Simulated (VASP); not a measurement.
# InP (rocksalt type) (Fm-3m) in VASP: relaxation of cell and atoms with PBE

Aim: the relaxation of cell and atoms of InP (rocksalt type) with PBE.

All numbers are computed with VASP 6.6.1; they aren't measurements. Logs are shortened: lines on timing, memory, paths and dates and some standing lists are left out, and cuts for length are marked.

### Step 1. The cell of the first run

Symmetry: Fm-3m, No. 225, cubic system. Conventional cell: a = 5.142 Å, b = 5.142 Å, c = 5.142 Å, α = 90.00°, β = 90.00°, γ = 90.00°. Within 3.4 Å of In (site symmetry m-3m) lie 6 P at 2.57 Å. Within 3.4 Å of P (site symmetry m-3m) lie 6 In at 2.57 Å.

### Step 2. Relaxation of cell and atoms, PBE

INCAR reads:

```
  PREC = Accurate
  ENCUT = 600
  EDIFF = 1E-7
  ISMEAR = -1
  SIGMA = 0.08
  LREAL = F
  LASPH = T
  NELM = 80
  ALGO = Normal
  ISIF = 3
  LWAVE = F
  LCHARG = F
  GGA = PE
  IBRION = 2
  NSW = 100
  EDIFFG = -0.005
```

KPOINTS reads:

```
regular mesh
0
Gamma
  14 14 14
```

POSCAR reads:

```
InP
1.0
    0.0000000000      2.5708039839      2.5708039839
    2.5708039839      0.0000000000      2.5708039839
    2.5708039839      2.5708039839      0.0000000000
In P
1 1
Direct
    0.0000000000      0.0000000000      0.0000000000
    0.5000000000      0.5000000000      0.5000000000
```

Potentials or basis: VASP PAW PBE potentials, release 64 (In_d, P).

Started as:

```sh
cat potpaw_PBE.64/In_d/POTCAR potpaw_PBE.64/P/POTCAR > POTCAR
mpirun -np 1 vasp_std > vasp.out
```

OUTCAR:

```text
PREC = Accurate
   ENCUT = 600
   EDIFF = 1E-7
   ISMEAR = -1
   LREAL = F
   LASPH = T
   NELM = 80
   ISIF = 3
   GGA = PE
   IBRION = 2
   NSW = 100
   EDIFFG = -0.005

 ion  position               nearest neighbor table
   1  0.000  0.000  0.000-   2 2.57   2 2.57   2 2.57   2 2.57   2 2.57   2 2.57
   2  0.500  0.500  0.500-   1 2.57   1 2.57   1 2.57   1 2.57   1 2.57   1 2.57

  LATTYP: Found a face centered cubic cell.
 ALAT       =     5.1416079678

  Lattice vectors:

 A1 = (   0.0000000000,   2.5708039839,   2.5708039839)
 A2 = (   2.5708039839,   0.0000000000,   2.5708039839)
 A3 = (   2.5708039839,   2.5708039839,   0.0000000000)

Analysis of symmetry for initial positions (statically):
=====================================================================
 Subroutine PRICEL returns:
 Original cell was already a primitive cell.

 Routine SETGRP: Setting up the symmetry group for a
 face centered cubic supercell.

 Subroutine GETGRP returns: Found 48 space group operations
 (whereof 48 operations were pure point group operations)
 out of a pool of 48 trial point group operations.

The static configuration has the point symmetry O_h .

Analysis of symmetry for dynamics (positions and initial velocities):
=====================================================================
 Subroutine PRICEL returns:
 Original cell was already a primitive cell.

 Routine SETGRP: Setting up the symmetry group for a
 face centered cubic supercell.

 Subroutine GETGRP returns: Found 48 space group operations
 (whereof 48 operations were pure point group operations)
 out of a pool of 48 trial point group operations.

The dynamic configuration has the point symmetry O_h .

 Subroutine INISYM returns: Found 48 space group operations
 (whereof 48 operations are pure point group operations),
 and found     1 'primitive' translations

----------------------------------------------------------------------------------------

                                     Primitive cell

  volume of cell :      33.9811

  direct lattice vectors                    reciprocal lattice vectors
     0.000000000  2.570803984  2.570803984    -0.194491686  0.194491686  0.194491686
     2.570803984  0.000000000  2.570803984     0.194491686 -0.194491686  0.194491686
     2.570803984  2.570803984  0.000000000     0.194491686  0.194491686 -0.194491686

  length of vectors
     3.635665860  3.635665860  3.635665860     0.336869481  0.336869481  0.336869481

  position of ions in fractional coordinates (direct lattice)
     0.000000000  0.000000000  0.000000000
     0.500000000  0.500000000  0.500000000

  ion indices of the primitive-cell ions
   primitive index   ion index
                 1           1
                 2           2

----------------------------------------------------------------------------------------

 KPOINTS: regular mesh

Automatic generation of k-mesh.
 Grid dimensions read from file:
 generate k-points for:   14   14   14

 Generating k-lattice:

  Cartesian coordinates                     Fractional coordinates (reciprocal lattice)
    -0.013892263  0.013892263  0.013892263     0.071428571  0.000000000  0.000000000
     0.013892263 -0.013892263  0.013892263     0.000000000  0.071428571  0.000000000
     0.013892263  0.013892263 -0.013892263     0.000000000  0.000000000  0.071428571

  Length of vectors
     0.024062106  0.024062106  0.024062106

  Shift w.r.t. Gamma in fractional coordinates (k-lattice)
     0.000000000  0.000000000  0.000000000

 Subroutine IBZKPT returns following result:
 ===========================================

 Found    104 irreducible k-points:

 Following reciprocal coordinates:
            Coordinates               Weight
  0.000000  0.000000  0.000000      1.000000
  0.071429  0.000000  0.000000      8.000000
  0.142857  0.000000  0.000000      8.000000
  0.214286  0.000000  0.000000      8.000000
  0.285714  0.000000  0.000000      8.000000
  0.357143  0.000000  0.000000      8.000000
[... 16 lines left out ...]
  0.214286  0.142857  0.000000     24.000000
  0.285714  0.142857  0.000000     24.000000
 [... further k-points ...]
   k-points           NKPTS =    104   k-points in BZ     NKDIM =    104   number of bands    NBANDS=     13
   number of dos      NEDOS =    301   number of ions     NIONS =      2
   total plane-waves  NPLWV =  27000
   dimension x,y,z NGX =    30 NGY =   30 NGZ =   30
   dimension x,y,z NGXF=    60 NGYF=   60 NGZF=   60
   ions per type =               1   1
   NGX,Y,Z   is equivalent  to a cutoff of  13.72, 13.72, 13.72 a.u.
   NGXF,Y,Z  is equivalent  to a cutoff of  27.44, 27.44, 27.44 a.u.
 SYSTEM =  unknown system
   PREC   = accura    normal or accurate (medium, high low for compatibility)
   ISTART =      0    job   : 0-new  1-cont  2-samecut
   ICHARG =      2    charge: 1-file 2-atom 10-const
   ISPIN  =      1    spin polarized calculation?
   LNONCOLLINEAR =      F non collinear calculations
   LSORBIT =      F    spin-orbit coupling
   LASPH  =      T    aspherical Exc in radial PAW
   ENCUT  =  600.0 eV  44.10 Ry    6.64 a.u.   7.26  7.26  7.26*2*pi/ulx,y,z
   NELM   =     80;   NELMIN=  2; NELMDL= -5     # of ELM steps
   EDIFF  = 0.1E-06   stopping-criterion for ELM
   LREAL  =      F    real-space projection
   EDIFFG = -.5E-02   stopping-criterion for IOM
   NSW    =    100    number of steps for IOM
   IBRION =      2    ionic relax: 0-MD 1-quasi-New 2-CG
   NFREE  =      1    steps in history (QN), initial steepest desc. (CG)
   ISIF   =      3    stress and relaxation
   ISYM   =      2    0-nonsym 1-usesym 2-fastsym
   POTIM  = 0.5000    time-step for ionic-motion
   TEBEG  =    0.0;   TEEND  =   0.0 temperature during run
   PSTRESS=    0.0 pullay stress
   NELECT =      18.0000    total number of electrons
   NUPDOWN=      -1.0000    fix difference up-down
   EMIN   =  10.00;   EMAX   =-10.00  energy-range for DOS
   EFERMI =   0.00;   METHOD = LEGACY
   ISMEAR =    -1;   SIGMA  =   0.08  broadening in eV -4-tet -1-fermi 0-gaus
   EFERMI_NEDOS =   21; number of points for ismear=-14 and -15
   IALGO  =     38    algorithm
   IMIX   =      4    mixing-type and parameters
     AMIX     =   0.40;   BMIX     =  1.00
     AMIX_MAG =   1.60;   BMIX_MAG =  1.00
  volume/ion in A,a.u.               =      16.99       114.66
  Fermi-wavevector in a.u.,A,eV,Ry     =   1.324606  2.503142 23.872523  1.754581
  Thomas-Fermi vector in A             =   2.454128
   LORBIT       =      0    0 simple, 1 ext, 2 COOP (PROOUT), +10 PAW based schemes
   GGA     = PE    functional components
   LHFCALC =     F    Hartree Fock is set to
   AEXX    =    0.0000 exact exchange contribution
   IVDW    =     0    specifies the selected vdW correction
   LEPSILON=     F    determine dielectric tensor
   LRPA    =     F    only Hartree local field effects (RPA)
 conjugate gradient relaxation of ions
 non-spin polarized calculation
  energy-cutoff  :      600.00
  volume of cell :       33.98
 maximum number of plane-waves:      1158
 NGX is ok and might be reduce to    30
   NGX = 15   NGY = 15   NGZ = 15

--------------------------------------- Ionic step        1  -------------------------------------------

 number of electron      17.9999996 magnetization

 Free energy of the ion-electron system (eV)
  ---------------------------------------------------
  ext. energy  EPLUGINS =         0.00000000
  ---------------------------------------------------
  free energy    TOTEN  =        -7.31882686 eV

  energy without entropy =       -7.30113314  energy(sigma->0) =       -7.30998000

 E-fermi :  10.1153     XC(G=0): -11.4627

 val. band max:       10.1098230915   @ k =   0.3571   0.0000   0.0000
 cond. band min:      10.1700712482   @ k =  -0.4286   0.3571   0.0000
 fundamental gap:      0.0602481567
 Fermi energy:        10.1152672336

 k-point     1 :       0.0000    0.0000    0.0000
  band No.  band energies     occupation
      1      -4.5234      2.00000
      2      -4.5234      2.00000
      3      -4.4866      2.00000
      4      -4.4866      2.00000
      5      -4.4866      2.00000
      6      -3.8095      2.00000
      7       9.6115      1.99632
      8       9.6115      1.99632
      9       9.6115      1.99632
     10      12.6833      0.00000
     11      17.2244      0.00000
     12      17.2244      0.00000
[... 863 lines left out ...]
  FREE ENERGIE OF THE ION-ELECTRON SYSTEM (eV)
  ---------------------------------------------------
  free  energy   TOTEN  =        -7.9249910830 eV

  energy  without entropy=       -7.9016343584  energy(sigma->0) =       -7.91331272

[... ionic steps 4 to 15 ...]

--------------------------------------- Ionic step       16  -------------------------------------------

 number of electron      18.0000009 magnetization

------------------------ aborting loop because EDIFF is reached ----------------------------------------

  FORCE on cell =-STRESS in cart. coord.  units (eV):
  Direction    XX          YY          ZZ          XY          YZ          ZX
  --------------------------------------------------------------------------------------
  -------------------------------------------------------------------------------------
  Total        0.0346619      0.0346619      0.0346619      0.0000000     -0.0000000      0.0000000
  in kB        1.3084522      1.3084522      1.3084522      0.0000000     -0.0000000      0.0000000
  external PRESSURE =       1.3084522 kB  Pullay stress =       0.0000000 kB
[... 57 lines left out ...]
  energy  without entropy=       -7.9017334780  energy(sigma->0) =       -7.91337413

--------------------------------------- Ionic step       18  -------------------------------------------

 number of electron      18.0000009 magnetization

 Free energy of the ion-electron system (eV)
  ---------------------------------------------------
  ext. energy  EPLUGINS =         0.00000000
  ---------------------------------------------------
  free energy    TOTEN  =        -7.92502938 eV

  energy without entropy =       -7.90172422  energy(sigma->0) =       -7.91337680

 E-fermi :   7.0095     XC(G=0): -10.3905

 val. band max:        6.9941819735   @ k =  -0.3571   0.1429   0.0000
 cond. band min:       7.0251158555   @ k =  -0.1429   0.2143   0.0714
 fundamental gap:      0.0309338821
 Fermi energy:         7.0094897501

 k-point     1 :       0.0000    0.0000    0.0000
  band No.  band energies     occupation
      1      -7.1872      2.00000
      2      -7.1872      2.00000
      3      -7.1674      2.00000
      4      -7.1674      2.00000
      5      -7.1674      2.00000
      6      -4.9812      2.00000
      7       6.7391      1.93416
      8       6.7391      1.93416
      9       6.7391      1.93416
     10       7.5363      0.00276
     11      14.1229      0.00000
     12      14.1229      0.00000
[... 398 lines left out ...]
  FREE ENERGIE OF THE ION-ELECTRON SYSTEM (eV)
  ---------------------------------------------------
  free  energy   TOTEN  =        -7.9250293772 eV

  energy  without entropy=       -7.9017242195  energy(sigma->0) =       -7.91337680

 reached required accuracy - stopping structural energy minimisation
```

It took 4.2 min on 1 thread of Intel Xeon 6975P-C (Granite Rapids), shared host; peak memory 0.22 GiB.

Results:

```yaml
Free_energy: -7.9250 eV
Relaxed_volume: 21.25 Å³/atom
Relaxed_cell: a = 3.917 Å, b = 3.917 Å, c = 3.917 Å, α = 60.00°, β = 60.00°, γ = 60.00°
Space_group_after_relaxing_to_0.05_Å: Fm-3m (No. 225)
Energy_gained_by_relaxing: 303.1 meV/atom
Ionic_steps: 18
Pressure_after_relaxing: 0.0 GPa
Band_gap_on_the_k_mesh: zero (band 9 reaches 7.32 eV, above the bottom of band 10 at 4.69 eV)
```

The path:
| step | energy change (eV) | largest force (eV/Å) | pressure (GPa) | volume (Å³) |
| --- | --- | --- | --- | --- |
| 1 | 0.0000 | 0.0000 | 28.16 | 33.98 |
| 2 | -0.3429 | 0.0000 | -8.41 | 50.89 |
| 3 | -0.6062 | 0.0000 | -0.13 | 42.60 |
| 4 | -0.6061 | 0.0000 | 0.18 | 42.42 |
| 5 | -0.6061 | 0.0000 | 0.19 | 42.42 |
| 6 | -0.6062 | 0.0000 | 0.17 | 42.42 |
| 7 | -0.6062 | 0.0000 | 0.17 | 42.42 |
| 8 | -0.6062 | 0.0000 | 0.17 | 42.42 |
| 9 | -0.6062 | 0.0000 | 0.17 | 42.42 |
| 10 | -0.6062 | 0.0000 | 0.17 | 42.42 |
| 11 | -0.6062 | 0.0000 | 0.17 | 42.42 |
| 12 | -0.6062 | 0.0000 | 0.17 | 42.42 |
| 13 | -0.6062 | 0.0000 | 0.18 | 42.42 |
| 14 | -0.6062 | 0.0000 | 0.16 | 42.43 |
| 15 | -0.6062 | 0.0000 | 0.15 | 42.43 |
| 16 | -0.6062 | 0.0000 | 0.13 | 42.44 |
| 17 | -0.6062 | 0.0000 | 0.10 | 42.46 |
| 18 | -0.6062 | 0.0000 | 0.02 | 42.51 |

Final structure:
```
In P
1.0
     0.00000    2.77001    2.77001
     2.77001    0.00000    2.77001
     2.77001    2.77001    0.00000
In P
1 1
Direct
  0.00000 0.00000 0.00000
  0.50000 0.50000 0.50000
```

Caveat: the volume moved by over 15 % at a fixed basis, so the end points are rough; spin-orbit coupling is left out, which moves the levels of the heavy elements.
